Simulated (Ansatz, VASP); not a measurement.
# Two plane-wave programs on Pt

```
CELL_PARAMETERS angstrom
0.00000 1.98506 1.98506
1.98506 0.00000 1.98506
1.98506 1.98506 0.00000
ATOMIC_POSITIONS crystal
Pt 0.00000 0.00000 0.00000
```

Alike in both runs: functional PBE; k mesh 18 × 18 × 18; occupations gaussian, width 0.1 eV; no spin polarisation.

Ansatz relaxed the structure, and its values are those at the end. VASP's run is a single point on that final structure, the one shown.

```csv
,VASP,Ansatz
version,VASP 6.6.1,Ansatz 0.2.0
potentials or method,"VASP PAW PBE potentials, release 64 (Pt), cutoff 520 eV","scalar-relativistic, plane waves, PAW"
valence electrons in the cell,10,18
```

```csv
,VASP,Ansatz,Ansatz less VASP
gap on the k mesh at the Fermi level (eV),none,none,-
pressure (GPa),-0.5,0.0,+0.49
```

A gap of «none» marks a metal or a gap that the smearing closes. With one functional, cell and mesh, what is left measures potentials, basis and numerics. VASP's potentials hold 10 valence electrons a cell and Ansatz's 18, so a difference there can come from the potentials and not from the codes.

Neither program's run includes spin-orbit coupling.
